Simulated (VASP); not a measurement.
AlFe:

```
Al Fe
1.0
     2.91000    0.00000    0.00000
     0.00000    2.91000    0.00000
     0.00000    0.00000    2.91000
Al Fe
1 1
Direct
  0.00000 0.00000 0.00000
  0.50000 0.50000 0.50000
```

Base run:

| Property | Result |
| --- | --- |
| Program | VASP 6.6.1 |
| Functional | PBE |
| Potentials or basis | VASP PAW PBE potentials, release 64 (Al, Fe) |
| Cutoff | 600 eV |
| k mesh | 11 × 11 × 11 |
| Occupations | fermi-dirac, width 0.1 eV |
| Spin | collinear spin, ferromagnetic start |
| Starting moments | [0.0, 0.86] μB |
| Fixed moment | 0.86 μB |

Its results: pressure -4.9 GPa; site moments Al -0.03; Fe +0.91 μB.

**Question.** The run is repeated on the same cell with these changes: fixed moment from 0.86 μB to 0.36 μB; moments at the start from [0.0, 0.86] to [0.0, 0.36]. What comes out?

**Answer.** Pressure -6.3 GPa; site moments Al -0.01; Fe +0.39 μB.

Caveats: the total moment is fixed, so each spin has its own Fermi level.
